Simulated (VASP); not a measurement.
# Cr (Fmmm) in VASP: relaxation of cell and atoms with PBE

Aim: the relaxation of cell and atoms of Cr with PBE.

Program: VASP 6.6.1. These are calculated values, not measurements. Logs are shortened: lines on timing, memory, paths and dates and some standing lists are left out, and cuts for length are marked.

## (1) The cell of the first run

Symmetry: Fmmm, No. 69, orthorhombic system. Conventional cell: a = 2.772 Å, b = 3.951 Å, c = 8.805 Å, α = 90.00°, β = 90.00°, γ = 90.00°. Within 3.1 Å of Cr (site symmetry mm2) lie 11 Cr at 2.31 to 2.88 Å.

## (2) Relaxation of cell and atoms, PBE

INCAR

```
PREC = Accurate
ENCUT = 600
EDIFF = 1E-6
ISMEAR = 0
SIGMA = 0.1
LREAL = F
LASPH = T
NELM = 80
ALGO = Fast
ISIF = 3
LWAVE = F
LCHARG = F
GGA = PE
IBRION = 2
NSW = 100
EDIFFG = -0.01
KPAR = 4
```

KPOINTS

```
Automatic mesh
0
Gamma
  24 24 24
```

POSCAR

```
Cr
1.0
    0.0000000000      1.9753299572      4.4024348906
    1.3862001501      0.0000000000      4.4024348906
    1.3862001501      1.9753299572      0.0000000000
Cr
2
Direct
    0.8687171243      0.8687171243      0.1312828757
    0.1312828757      0.1312828757      0.8687171243
```

Potentials or basis: VASP PAW PBE potentials, release 64 (Cr_pv).

The run is started by

```console
cat potpaw_PBE.64/Cr_pv/POTCAR > POTCAR
mpirun -np 4 vasp_std > vasp.out
```

OUTCAR:

```text
PREC = Accurate
   ENCUT = 600
   EDIFF = 1E-6
   ISMEAR = 0
   LREAL = F
   LASPH = T
   NELM = 80
   ISIF = 3
   GGA = PE
   IBRION = 2
   NSW = 100
   EDIFFG = -0.01

 ion  position               nearest neighbor table
   1  0.869  0.869  0.131-   2 2.31   2 2.51   2 2.51   2 2.88   2 2.88
   2  0.131  0.131  0.869-   1 2.31   1 2.51   1 2.51   1 2.88   1 2.88

  LATTYP: Found a face centered orthorhombic cell.
 ALAT       =     2.7724003002
 B/A-ratio  =     1.4249962078
 C/A-ratio  =     3.1759013230

  Lattice vectors:

 A1 = (   0.0000000000,   1.9753299572,   4.4024348906)
 A2 = (   1.3862001501,   0.0000000000,   4.4024348906)
 A3 = (   1.3862001501,   1.9753299572,   0.0000000000)

Analysis of symmetry for initial positions (statically):
=====================================================================
 Subroutine PRICEL returns:
 Original cell was already a primitive cell.

 Routine SETGRP: Setting up the symmetry group for a
 face centered orthorhombic supercell.

 Subroutine GETGRP returns: Found  8 space group operations
 (whereof  8 operations were pure point group operations)
 out of a pool of  8 trial point group operations.

The static configuration has the point symmetry D_2h.

Analysis of symmetry for dynamics (positions and initial velocities):
=====================================================================
 Subroutine PRICEL returns:
 Original cell was already a primitive cell.

 Routine SETGRP: Setting up the symmetry group for a
 face centered orthorhombic supercell.

 Subroutine GETGRP returns: Found  8 space group operations
 (whereof  8 operations were pure point group operations)
 out of a pool of  8 trial point group operations.

The dynamic configuration has the point symmetry D_2h.

 Subroutine INISYM returns: Found  8 space group operations
 (whereof  8 operations are pure point group operations),
 and found     1 'primitive' translations

----------------------------------------------------------------------------------------

                                     Primitive cell

  volume of cell :      24.1095

  direct lattice vectors                    reciprocal lattice vectors
     0.000000000  1.975329957  4.402434891    -0.360698273  0.253122269  0.113573514
     1.386200150  0.000000000  4.402434891     0.360698273 -0.253122269  0.113573514
     1.386200150  1.975329957  0.000000000     0.360698273  0.253122269 -0.113573514

[... 108 lines left out ...]
   GGA     = PE    functional components
   LHFCALC =     F    Hartree Fock is set to
   AEXX    =    0.0000 exact exchange contribution
   IVDW    =     0    specifies the selected vdW correction
   LEPSILON=     F    determine dielectric tensor
   LRPA    =     F    only Hartree local field effects (RPA)
 conjugate gradient relaxation of ions
 non-spin polarized calculation
 RMM-DIIS sequential band-by-band and
 Gauss-broadening in eV      SIGMA  =   0.10
  energy-cutoff  :      600.00
  volume of cell :       24.11
 maximum number of plane-waves:       820
   NGX = 19   NGY = 19   NGZ =  9

--------------------------------------- Ionic step        1  -------------------------------------------

 number of electron      24.0000007 magnetization

 Free energy of the ion-electron system (eV)
  ---------------------------------------------------
  ext. energy  EPLUGINS =         0.00000000
  ---------------------------------------------------
  free energy    TOTEN  =       -18.07962930 eV

  energy without entropy =      -18.07025203  energy(sigma->0) =      -18.07494066

------------------------ aborting loop because EDIFF is reached ----------------------------------------

  FORCE on cell =-STRESS in cart. coord.  units (eV):
  Direction    XX          YY          ZZ          XY          YZ          ZX
  --------------------------------------------------------------------------------------
  -------------------------------------------------------------------------------------
  Total       -0.0585799      0.1899379     -0.2460267     -0.0000000      0.0000000      0.0000000
  in kB       -3.8928745     12.6221593    -16.3494948     -0.0000000      0.0000000      0.0000000
  external PRESSURE =      -2.5400700 kB  Pullay stress =       0.0000000 kB
[... 89 lines left out ...]
  FREE ENERGIE OF THE ION-ELECTRON SYSTEM (eV)
  ---------------------------------------------------
  free  energy   TOTEN  =       -18.0813183200 eV

  energy  without entropy=      -18.0720948852  energy(sigma->0) =      -18.07670660

[... ionic steps 4 to 8 ...]

--------------------------------------- Ionic step        9  -------------------------------------------

 number of electron      24.0000005 magnetization

------------------------ aborting loop because EDIFF is reached ----------------------------------------
[... 67 lines left out ...]
--------------------------------------- Ionic step       11  -------------------------------------------

 number of electron      24.0000005 magnetization

 Free energy of the ion-electron system (eV)
  ---------------------------------------------------
  ext. energy  EPLUGINS =         0.00000000
  ---------------------------------------------------
  free energy    TOTEN  =       -18.08142518 eV

  energy without entropy =      -18.07216603  energy(sigma->0) =      -18.07679561

 E-fermi :  10.4411     XC(G=0): -13.3733

 val. band max:       10.4400913450   @ k =   0.3750   0.0000   0.1250
 cond. band min:      10.4413313326   @ k =  -0.2500   0.4167   0.1667
 fundamental gap:      0.0012399876
 Fermi energy:        10.4410836599

 k-point     1 :       0.0000    0.0000    0.0000
  band No.  band energies     occupation
      1     -33.0992      2.00000
      2     -32.2715      2.00000
      3     -32.2107      2.00000
      4     -32.1050      2.00000
      5     -32.0601      2.00000
      6     -32.0518      2.00000
[... 433 lines left out ...]
      3     -32.6851      2.00000
      4     -32.2615      2.00000
      5     -32.1556      2.00000
      6     -32.1314      2.00000
[... 8 lines left out ...]
     15      12.2985      0.00000
     16      12.5035      0.00000

 [... further k-points ...]

------------------------ aborting loop because EDIFF is reached ----------------------------------------

  FORCE on cell =-STRESS in cart. coord.  units (eV):
  Direction    XX          YY          ZZ          XY          YZ          ZX
  --------------------------------------------------------------------------------------
  -------------------------------------------------------------------------------------
  Total       -0.0061448     -0.0070527     -0.0081100      0.0000000      0.0000000      0.0000000
  in kB       -0.4090909     -0.4695349     -0.5399249      0.0000000      0.0000000      0.0000000
  external PRESSURE =      -0.4728503 kB  Pullay stress =       0.0000000 kB
[... 17 lines left out ...]
  FREE ENERGIE OF THE ION-ELECTRON SYSTEM (eV)
  ---------------------------------------------------
  free  energy   TOTEN  =       -18.0814251782 eV

  energy  without entropy=      -18.0721660345  energy(sigma->0) =      -18.07679561

 reached required accuracy - stopping structural energy minimisation
```

OSZICAR:

```text
N       E                     dE             d eps       ncg     rms          rms(c)
DAV:   1     0.247678046089E+03    0.24768E+03   -0.16153E+04 62824   0.207E+03
DAV:   2    -0.123374461385E+02   -0.26002E+03   -0.25830E+03 64496   0.526E+02
DAV:   3    -0.206750411714E+02   -0.83376E+01   -0.82451E+01 84112   0.107E+02
[... 85 lines left out ...]
RMM:   2    -0.180814153104E+02   -0.57838E-04   -0.10547E-03 63417   0.439E-01    0.250E-02
RMM:   3    -0.180814215431E+02   -0.62326E-05   -0.21588E-04 64459   0.162E-01    0.113E-02
RMM:   4    -0.180814242760E+02   -0.27329E-05   -0.45582E-05 67764   0.815E-02    0.810E-03
RMM:   5    -0.180814251435E+02   -0.86752E-06   -0.12842E-05 63135   0.283E-02    0.585E-03
RMM:   6    -0.180814251782E+02   -0.34748E-07   -0.16745E-06 37156   0.141E-02
  11 F= -.18081425E+02 E0= -.18076796E+02  d E =-.113161E-04
```

CONTCAR:

```text
Cr
   1.00000000000000
    -0.0000000000000000    1.9907384147435432    4.3661390608701725
     1.3843817710709552   -0.0000000000000000    4.3661390608701725
     1.3843817710709552    1.9907384147435432    0.0000000000000000
  Cr
     2
Direct
     0.8685959119361861    0.8685959119361861    0.1314040880638140
     0.1314040880638140    0.1314040880638140    0.8685959119361861

  0.00000000E+00  0.00000000E+00  0.00000000E+00
  0.00000000E+00  0.00000000E+00  0.00000000E+00
```

Wall time 66 min (4 MPI ranks of Oxide Virtual Turin-like, shared host); peak memory 0.84 GiB.

What came out:

- Free energy: -18.0814 eV
- Relaxed volume: 12.03 Å³/atom
- Relaxed cell: a = 4.799 Å, b = 4.580 Å, c = 2.425 Å, α = 80.06°, β = 70.09°, γ = 29.85°
- Space group after relaxing (to 0.1 Å): Fmmm (No. 69)
- Energy gained by relaxing: 0.9 meV/atom
- Ionic steps: 11
- Pressure after relaxing: 0.0 GPa
- Band gap on the k mesh: zero (bands 12 and 13 overlap by 1.31 eV)

The path:
```csv
step,energy change (eV),largest force (eV/Å),pressure (GPa),volume (Å³)
1,0.0000,0.0017,-0.25,24.11
2,-0.0016,0.0141,0.19,24.04
3,-0.0017,0.0167,0.43,24.02
4,-0.0017,0.0196,0.45,24.02
5,-0.0016,0.0080,-0.57,24.13
6,-0.0018,0.0155,0.07,24.07
7,-0.0018,0.0115,-0.19,24.08
8,-0.0018,0.0164,-0.14,24.07
9,-0.0018,0.0160,0.01,24.07
10,-0.0018,0.0127,-0.08,24.07
11,-0.0018,0.0018,-0.05,24.07
```

Final structure:
```cif
data_structure
_symmetry_space_group_name_H-M 'P 1'
_symmetry_Int_Tables_number 1
_cell_length_a 4.7986
_cell_length_b 4.5804
_cell_length_c 2.4248
_cell_angle_alpha 80.063
_cell_angle_beta 70.087
_cell_angle_gamma 29.850
_cell_volume 24.07
loop_
_atom_site_label
_atom_site_type_symbol
_atom_site_fract_x
_atom_site_fract_y
_atom_site_fract_z
_atom_site_occupancy
Cr1 Cr 0.86860 0.86860 0.13140 1
Cr2 Cr 0.13140 0.13140 0.86860 1
```

Caveat: the run has no spin polarisation, though such a crystal can be magnetic. Spin polarisation is off, so any magnetic state and its effect on volume and gap are missing.
